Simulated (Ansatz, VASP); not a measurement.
Two plane-wave programs on Sb

```
Sb
1.0
     0.00000    2.39431    2.39431
     2.39431    0.00000    2.39431
     2.39431    2.39431    0.00000
Sb
1
Direct
  0.00000 0.00000 0.00000
```

Alike in both runs: functional PBE; k mesh 20 × 20 × 20; occupations gaussian, width 0.1 eV; no spin polarisation.

Ansatz relaxed the structure, and its values are those at the end. VASP's run is a single point on that final structure, the one shown.

|  | VASP | Ansatz |
| --- | --- | --- |
| version | VASP 6.6.1 | Ansatz 0.2.0 |
| potentials or method | VASP PAW PBE potentials, release 64 (Sb), cutoff 520 eV | scalar-relativistic, plane waves, PAW |
| valence electrons in the cell | 5 | 15 |

```csv
,VASP,Ansatz,Ansatz less VASP
gap on the k mesh at the Fermi level (eV),none,none,-
pressure (GPa),-0.1,0.0,+0.14
```

A gap of «none» marks a metal or a gap that the smearing closes. VASP's potentials hold 5 valence electrons a cell and Ansatz's 15, so a difference there can come from the potentials and not from the codes.

Spin-orbit coupling is off throughout.
